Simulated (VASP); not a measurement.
# SiC: single point with PBE

The system is SiC.

```
Si C
1.0
     0.00000    2.17805    2.17805
     2.17805    0.00000    2.17805
     2.17805    2.17805    0.00000
Si C
1 1
Direct
  0.00000 0.00000 0.00000
  0.25000 0.25000 0.25000
```

| Property | Result |
| --- | --- |
| Program | VASP 6.6.1 |
| Task | single point |
| Functional | PBE |
| Potentials or basis | VASP PAW PBE potentials, release 64 (Si, C) |
| Cutoff | 520 eV |
| k mesh | 6 × 6 × 6 |
| Occupations | gaussian, width 0.01 eV |
| Spin | no spin polarisation |

- Pressure: 3.5 GPa
- Band gap on the k mesh: 1.35 eV, indirect (least direct gap 4.54 eV)

Levels at points of the mesh, in eV from the valence-band top:
```tsv
k point	band 1	band 2	band 3	band 4	band 5	band 6	band 7	band 8	band 9
(0.00, 0.00, 0.00)	-15.42	0.00	0.00	0.00	6.25	7.31	7.31	7.31	14.51
(0.50, 0.00, 0.00)	-11.84	-8.55	-1.05	-1.05	5.44	7.23	7.23	10.06	16.21
(0.50, 0.50, 0.00)	-10.39	-7.80	-3.19	-3.19	1.35	4.32	14.05	14.05	14.81
```

Run time: 11 s on 1 thread of AMD EPYC 7R13 (shared host), peak memory 0.1 GiB.

A k mesh can miss the band edges. PBE gaps usually lie below the measured ones, often by a third to a half.
